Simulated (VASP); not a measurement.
# Au (P2_1/m) in VASP: a series of runs

Runs on Au. Level: PBE. Tasks: single point.

Program: VASP 6.6.1. These are calculated values, not measurements. Logs are shortened: lines on timing, memory, paths and dates and some standing lists are left out, and cuts for length are marked.

**1. The cell of the first run**

The typed cell holds 2 atoms: a = 2.900 Å, b = 2.900 Å, c = 4.880 Å, α = 90.00°, β = 90.00°, γ = 120.00°.

**2. Single point, PBE**

Contents of INCAR:

```
SYSTEM = Au
PREC = Accurate
ENCUT = 520
EDIFF = 1E-6
ISMEAR = -1
SIGMA = 0.05
LREAL = .False.
LASPH = .True.
NELM = 60
ALGO = Normal
ISIF = 2
LWAVE = .False.
LCHARG = .False.
GGA = PE
NBANDS = 18
```

Contents of KPOINTS:

```
Automatic mesh
0
Gamma
  9 9 5
  0 0 0
```

Contents of POSCAR:

```
Au
1.0
    2.9000000000      0.0000000000      0.0000000000
   -1.4500000000      2.5114736710      0.0000000000
    0.0000000000      0.0000000000      4.8800000000
Au
2
Direct
    0.6231508096      0.7489188606      0.7500000000
    0.6268492559      0.2510812704      0.2500000000
```

Potentials or basis: VASP PAW PBE potentials, release 64 (Au).

On the command line:

```sh
$ cat potpaw_PBE.64/Au/POTCAR > POTCAR
$ mpirun -np 1 vasp_std > vasp.out
```

OUTCAR:

```text
SYSTEM = Au
   PREC = Accurate
   ENCUT = 520
   EDIFF = 1E-6
   ISMEAR = -1
   LREAL = .False.
   LASPH = .True.
   NELM = 60
   ISIF = 2
   GGA = PE

 ion  position               nearest neighbor table
   1  0.623  0.749  0.750-   2 2.84   2 2.84   2 2.84   2 2.84   2 3.49   2 3.49   2 3.51   2 3.51

   2  0.627  0.251  0.250-   1 2.84   1 2.84   1 2.84   1 2.84   1 3.49   1 3.49   1 3.51   1 3.51

  LATTYP: Found a hexagonal cell.
 ALAT       =     2.9000000000
 C/A-ratio  =     1.6827586207

  Lattice vectors:

 A1 = (   2.9000000000,   0.0000000000,   0.0000000000)
 A2 = (  -1.4500000000,   2.5114736710,   0.0000000000)
 A3 = (   0.0000000000,   0.0000000000,   4.8800000000)

Analysis of symmetry for initial positions (statically):
=====================================================================
 Subroutine PRICEL returns:
 Original cell was already a primitive cell.

 Routine SETGRP: Setting up the symmetry group for a
 hexagonal supercell.

 Subroutine GETGRP returns: Found  4 space group operations
 (whereof  1 operations were pure point group operations)
 out of a pool of 24 trial point group operations.

The static configuration has the point symmetry C_1 .
 The point group associated with its full space group is C_2h.

Analysis of symmetry for dynamics (positions and initial velocities):
=====================================================================
 Subroutine PRICEL returns:
 Original cell was already a primitive cell.

 Routine SETGRP: Setting up the symmetry group for a
 hexagonal supercell.

 Subroutine GETGRP returns: Found  4 space group operations
 (whereof  1 operations were pure point group operations)
 out of a pool of 24 trial point group operations.

The dynamic configuration has the point symmetry C_1 .
 The point group associated with its full space group is C_2h.

 Subroutine INISYM returns: Found  4 space group operations
 (whereof  1 operations are pure point group operations),
 and found     1 'primitive' translations

----------------------------------------------------------------------------------------

                                     Primitive cell

  volume of cell :      35.5424

  direct lattice vectors                    reciprocal lattice vectors
     2.900000000  0.000000000  0.000000000     0.344827586  0.199086300  0.000000000
    -1.450000000  2.511473671  0.000000000     0.000000000  0.398172599  0.000000000
     0.000000000  0.000000000  4.880000000     0.000000000  0.000000000  0.204918033

  length of vectors
     2.900000000  2.900000000  4.880000000     0.398172599  0.398172599  0.204918033

  position of ions in fractional coordinates (direct lattice)
     0.623150810  0.748918861  0.750000000
     0.626849256  0.251081270  0.250000000

  ion indices of the primitive-cell ions
   primitive index   ion index
                 1           1
                 2           2

----------------------------------------------------------------------------------------

 KPOINTS: Automatic mesh

Automatic generation of k-mesh.
 Grid dimensions read from file:
 generate k-points for:    9    9    5

 Generating k-lattice:

  Cartesian coordinates                     Fractional coordinates (reciprocal lattice)
     0.038314176  0.022120700  0.000000000     0.111111111  0.000000000  0.000000000
     0.000000000  0.044241400  0.000000000     0.000000000  0.111111111  0.000000000
     0.000000000  0.000000000  0.040983607     0.000000000  0.000000000  0.200000000

  Length of vectors
     0.044241400  0.044241400  0.040983607

  Shift w.r.t. Gamma in fractional coordinates (k-lattice)
     0.000000000  0.000000000  0.000000000

 Subroutine IBZKPT returns following result:
 ===========================================

 Found    123 irreducible k-points:

 Following reciprocal coordinates:
            Coordinates               Weight
  0.000000  0.000000  0.000000      1.000000
  0.111111  0.000000  0.000000      2.000000
  0.000000  0.111111  0.000000      2.000000
 -0.111111  0.111111  0.000000      2.000000
  0.222222 -0.000000  0.000000      2.000000
  0.000000  0.222222  0.000000      2.000000
[... 16 lines left out ...]
  0.333333  0.111111  0.000000      2.000000
 -0.111111  0.444444  0.000000      2.000000
 [... further k-points ...]
   k-points           NKPTS =    123   k-points in BZ     NKDIM =    123   number of bands    NBANDS=     18
   number of dos      NEDOS =    301   number of ions     NIONS =      2
   total plane-waves  NPLWV =  20736
   dimension x,y,z NGX =    24 NGY =   24 NGZ =   36
   dimension x,y,z NGXF=    48 NGYF=   48 NGZF=   72
   ions per type =               2
   NGX,Y,Z   is equivalent  to a cutoff of  13.76, 13.76, 12.26 a.u.
   NGXF,Y,Z  is equivalent  to a cutoff of  27.52, 27.52, 24.53 a.u.
 SYSTEM =  Au
   PREC   = accura    normal or accurate (medium, high low for compatibility)
   ISTART =      0    job   : 0-new  1-cont  2-samecut
   ICHARG =      2    charge: 1-file 2-atom 10-const
   ISPIN  =      1    spin polarized calculation?
   LNONCOLLINEAR =      F non collinear calculations
   LSORBIT =      F    spin-orbit coupling
   LASPH  =      T    aspherical Exc in radial PAW
   ENCUT  =  520.0 eV  38.22 Ry    6.18 a.u.   5.39  5.39  9.07*2*pi/ulx,y,z
   NELM   =     60;   NELMIN=  2; NELMDL= -5     # of ELM steps
   EDIFF  = 0.1E-05   stopping-criterion for ELM
   LREAL  =      F    real-space projection
   EDIFFG = 0.1E-04   stopping-criterion for IOM
   NSW    =      0    number of steps for IOM
   IBRION =     -1    ionic relax: 0-MD 1-quasi-New 2-CG
   NFREE  =      0    steps in history (QN), initial steepest desc. (CG)
   ISIF   =      2    stress and relaxation
   ISYM   =      2    0-nonsym 1-usesym 2-fastsym
   POTIM  = 0.5000    time-step for ionic-motion
   TEBEG  =    0.0;   TEEND  =   0.0 temperature during run
   PSTRESS=    0.0 pullay stress
   NELECT =      22.0000    total number of electrons
   NUPDOWN=      -1.0000    fix difference up-down
   EMIN   =  10.00;   EMAX   =-10.00  energy-range for DOS
   EFERMI =   0.00;   METHOD = LEGACY
   ISMEAR =    -1;   SIGMA  =   0.05  broadening in eV -4-tet -1-fermi 0-gaus
   EFERMI_NEDOS =   21; number of points for ismear=-14 and -15
   IALGO  =     38    algorithm
   IMIX   =      4    mixing-type and parameters
     AMIX     =   0.40;   BMIX     =  1.00
     AMIX_MAG =   1.60;   BMIX_MAG =  1.00
  volume/ion in A,a.u.               =      17.77       119.93
  Fermi-wavevector in a.u.,A,eV,Ry     =   1.395191  2.636528 26.484517  1.946557
  Thomas-Fermi vector in A             =   2.518667
   LORBIT       =      0    0 simple, 1 ext, 2 COOP (PROOUT), +10 PAW based schemes
   GGA     = PE    functional components
[... 5 lines left out ...]
 non-spin polarized calculation
  energy-cutoff  :      520.00
  volume of cell :       35.54
 maximum number of plane-waves:       984
 NGX is ok and might be reduce to    24
   NGX = 11   NGY = 11   NGZ = 19

 number of electron      22.0000001 magnetization

 Free energy of the ion-electron system (eV)
  ---------------------------------------------------
  ext. energy  EPLUGINS =         0.00000000
  ---------------------------------------------------
  free energy    TOTEN  =        -6.44456509 eV

  energy without entropy =       -6.44300898  energy(sigma->0) =       -6.44378704

 E-fermi :   8.9200     XC(G=0): -12.4564

 val. band max:        8.8715498059   @ k =   0.1111   0.0000   0.0000
 cond. band min:       8.9832428143   @ k =   0.4444  -0.0000   0.4000
 fundamental gap:      0.1116930083
 Fermi energy:         8.9199896667

 k-point     1 :       0.0000    0.0000    0.0000
  band No.  band energies     occupation
      1      -0.6341      2.00000
      2       1.7592      2.00000
      3       3.4773      2.00000
      4       4.2580      2.00000
      5       4.6213      2.00000
      6       4.7066      2.00000
[... 10 lines left out ...]
     17      25.4290      0.00000
     18      28.1679      0.00000

 k-point     2 :       0.1111    0.0000    0.0000
  band No.  band energies     occupation
      1      -0.2812      2.00000
      2       2.0050      2.00000
      3       3.5527      2.00000
      4       4.5023      2.00000
      5       4.5534      2.00000
      6       4.6579      2.00000
[... 10 lines left out ...]
     17      24.6317      0.00000
     18      27.1514      0.00000

 k-point     3 :       0.0000    0.1111    0.0000
  band No.  band energies     occupation
      1      -0.2550      2.00000
      2       2.0895      2.00000
      3       3.5785      2.00000
      4       4.1466      2.00000
      5       4.5063      2.00000
      6       4.8539      2.00000
[... 10 lines left out ...]
     17      24.9375      0.00000
     18      26.9895      0.00000

 k-point     4 :      -0.1111    0.1111    0.0000
  band No.  band energies     occupation
      1      -0.2550      2.00000
      2       2.0895      2.00000
      3       3.5785      2.00000
      4       4.1466      2.00000
      5       4.5063      2.00000
      6       4.8539      2.00000
[... 10 lines left out ...]
     17      24.9375      0.00000
     18      26.9894      0.00000

 k-point     5 :       0.2222   -0.0000    0.0000
  band No.  band energies     occupation
      1       0.6096      2.00000
      2       2.3908      2.00000
      3       3.6769      2.00000
      4       3.8579      2.00000
      5       4.3861      2.00000
      6       4.6861      2.00000
[... 10 lines left out ...]
     17      25.0127      0.00000
     18      25.2667      0.00000

 k-point     6 :       0.0000    0.2222    0.0000
  band No.  band energies     occupation
      1       0.7868      2.00000
      2       2.8709      2.00000
      3       3.6271      2.00000
      4       3.8430      2.00000
      5       4.2031      2.00000
      6       4.4799      2.00000
[... 307 lines left out ...]
 k-point    21 :       0.1111    0.2222    0.0000
  band No.  band energies     occupation
      1       1.6221      2.00000
      2       3.3780      2.00000
      3       3.4185      2.00000
      4       3.6603      2.00000
      5       3.7469      2.00000
      6       3.9865      2.00000
[... 10 lines left out ...]
     17      23.9376      0.00000
     18      25.7701      0.00000

 k-point    22 :       0.3333   -0.1111    0.0000
  band No.  band energies     occupation
      1       1.3543      2.00000
      2       2.6984      2.00000
      3       3.2715      2.00000
      4       3.9390      2.00000
      5       4.1695      2.00000
      6       4.6683      2.00000
[... 10 lines left out ...]
     17      24.3035      0.00000
     18      24.4866      0.00000

 k-point    23 :       0.3333    0.1111    0.0000
  band No.  band energies     occupation
      1       1.8283      2.00000
      2       2.5080      2.00000
      3       2.6651      2.00000
      4       4.0195      2.00000
      5       4.8199      2.00000
      6       5.2017      2.00000
[... 10 lines left out ...]
     17      23.0951      0.00000
     18      23.3828      0.00000

 k-point    24 :      -0.1111    0.4444    0.0000
  band No.  band energies     occupation
      1       2.7025      2.00000
      2       2.9795      2.00000
      3       3.5531      2.00000
      4       3.8496      2.00000
      5       4.1058      2.00000
      6       4.4247      2.00000
[... 10 lines left out ...]
     17      21.2272      0.00000
     18      23.8451      0.00000

 [... further k-points ...]
[... 5 lines left out ...]
  --------------------------------------------------------------------------------------
  -------------------------------------------------------------------------------------
  Total        0.2906756      0.6118719      1.0096884     -0.2782056      0.0000000      0.0000000
  in kB       13.1030581     27.5819273     45.5146790    -12.5409387      0.0000000      0.0000000
  external PRESSURE =      28.7332215 kB  Pullay stress =       0.0000000 kB

 VOLUME and BASIS-vectors are now :
 -----------------------------------------------------------------------------
  energy-cutoff  :      520.00
  volume of cell :       35.54
      direct lattice vectors                 reciprocal lattice vectors
     2.900000000  0.000000000  0.000000000     0.344827586  0.199086300  0.000000000
    -1.450000000  2.511473671  0.000000000     0.000000000  0.398172599  0.000000000
     0.000000000  0.000000000  4.880000000     0.000000000  0.000000000  0.204918033

 POSITION                                       TOTAL-FORCE (eV/Angst)
 -----------------------------------------------------------------------------------
      0.72120      1.88089      3.66000        -0.002010      0.000870     -0.000000
      1.45380      0.63058      1.22000         0.002010     -0.000870      0.000000
 -----------------------------------------------------------------------------------
    total drift:                               -0.000000      0.000000      0.000000

  FREE ENERGIE OF THE ION-ELECTRON SYSTEM (eV)
  ---------------------------------------------------
  free  energy   TOTEN  =        -6.4445650914 eV

  energy  without entropy=       -6.4430089833  energy(sigma->0) =       -6.44378704
```

Run time: 17 s. Hardware: 1 thread of Intel Xeon 6975P-C (Granite Rapids), shared host; peak memory 0.19 GiB.

What came out:

* Free energy: -6.4446 eV
* Pressure: 2.9 GPa
* Band gap on the k mesh: zero (band 11 reaches 11.64 eV, above the bottom of band 12 at 6.20 eV)

Forces on the atoms (eV/Å):
```
Au  -0.002  0.001  0.000
Au   0.002 -0.001  0.000
```

Stress tensor (GPa, compression positive):
```
 1.31 -1.25  0.00
-1.25  2.76  0.00
 0.00  0.00  4.55
```

Caveat: spin-orbit coupling is left out, which moves the levels of the heavy elements.

**3. Single point, PBE**

Contents of INCAR:

```
ALGO = Normal ; EDIFF = 1E-6
ENCUT = 520 ; GGA = PE
ISIF = 2 ; ISMEAR = -1
LASPH = True ; LCHARG = False
LREAL = False ; LWAVE = False
NBANDS = 18 ; NELM = 80
PREC = Accurate ; SIGMA = 0.05
```

Contents of KPOINTS:

```
k-points
0
Gamma
  9 9 5
```

Contents of POSCAR:

```
Au
1.0
    2.9000000000      0.0000000000      0.0000000000
   -1.4500000000      2.5114736710      0.0000000000
    0.0000000000      0.0000000000      4.8800000000
Au
2
Direct
    1.1272916399      0.7487253487      0.7500000000
    0.6227084256      0.2512747823      0.2500000000
```

Potentials or basis: VASP PAW PBE potentials, release 64 (Au).

On the command line:

```sh
$ cat potpaw_PBE.64/Au/POTCAR > POTCAR
$ mpirun -np 1 vasp_std > vasp.out
```

Run time: 18 s. Hardware: 1 thread of Intel Xeon 6975P-C (Granite Rapids), shared host; peak memory 0.19 GiB.

The run converged. Its results:

* Free energy: -6.4446 eV
* Pressure: 2.9 GPa
* Largest force: 0.006 eV/Å
* Band gap on the k mesh: zero (band 11 reaches 11.64 eV, above the bottom of band 12 at 6.20 eV)

Forces on the atoms (eV/Å):
```
Au  -0.001 -0.006  0.000
Au   0.001  0.006  0.000
```

Stress tensor (GPa, compression positive):
```
1.31 1.25 0.00
1.25 2.76 0.00
0.00 0.00 4.55
```

Levels at points of the mesh, in eV from the Fermi level:
```
           k point  band 9  band 10  band 11  band 12  band 13  band 14
(0.00, 0.00, 0.00)   -3.29    -2.47    -1.61    -1.08     2.55    14.13
```

Caveat: spin-orbit coupling is left out, which moves the levels of the heavy elements.
